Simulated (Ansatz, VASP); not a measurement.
# CdTe in VASP and in Ansatz

Contents of INCAR:

```
  PREC = Accurate
  ENCUT = 520
  EDIFF = 1E-7
  ISMEAR = -1
  SIGMA = 0.08
  LREAL = F
  LASPH = T
  NELM = 60
  ALGO = Normal
  ISIF = 2
  LWAVE = F
  LCHARG = T
  GGA = PE
  LELF = T
  LVHAR = T
  NBANDS = 16
```

Contents of KPOINTS:

```
regular mesh
0
Gamma
  9 9 9
```

Contents of POSCAR:

```
CdTe
1.0
    0.0000000000      3.1409000000      3.2050000000
    3.1409000000      0.0000000000      3.2050000000
    3.1409000000      3.1409000000      0.0000000000
Cd Te
1 1
Direct
    0.0000000000      0.0000000000      0.0000000000
    0.7500000000      0.7500000000      0.7500000000
```

Input for Ansatz:

```yaml
crystal:
  lattice:
    - [0.0, 3.1409, 3.205]
    - [3.1409, 0.0, 3.205]
    - [3.1409, 3.1409, 0.0]
  atoms:
    - { symbol: Cd, position: [0.0, 0.0, 0.0] }
    - { symbol: Te, position: [0.75, 0.75, 0.75] }
kpoints:
  mp_grid: { grid: [9, 9, 9] }
scf:
  occupations: { method: fermi_dirac, width: 0.08 }
hamiltonian:
  xc: pbe
  pseudopotentials: { kind: all_electron, lapw: { basis_error: 0.001 } }
output:
  forces: true
  stress: true
  eigenvalues: true
```

Change from the starting cell: x and y stretched by -2 %, z held.

Alike in both runs: task single point; functional PBE; k mesh 9 × 9 × 9; occupations fermi-dirac, width 0.08 eV; no spin polarisation.

|  | VASP | Ansatz |
| --- | --- | --- |
| version | VASP 6.6.1 | Ansatz 0.2.0 |
| potentials or method | VASP PAW PBE potentials, release 64 (Cd, Te), cutoff 520 eV | all-electron LAPW, scalar-relativistic |

|  | VASP | Ansatz | Ansatz less VASP |
| --- | --- | --- | --- |
| pressure (GPa) | 6.8 | 6.6 | -0.16 |
| traceless stress, the component that is largest in VASP (GPa) | -0.16 | -0.16 | 0.000 |

Ansatz ran all-electron here, and VASP with PAW potentials.

Neither program's run includes spin-orbit coupling.
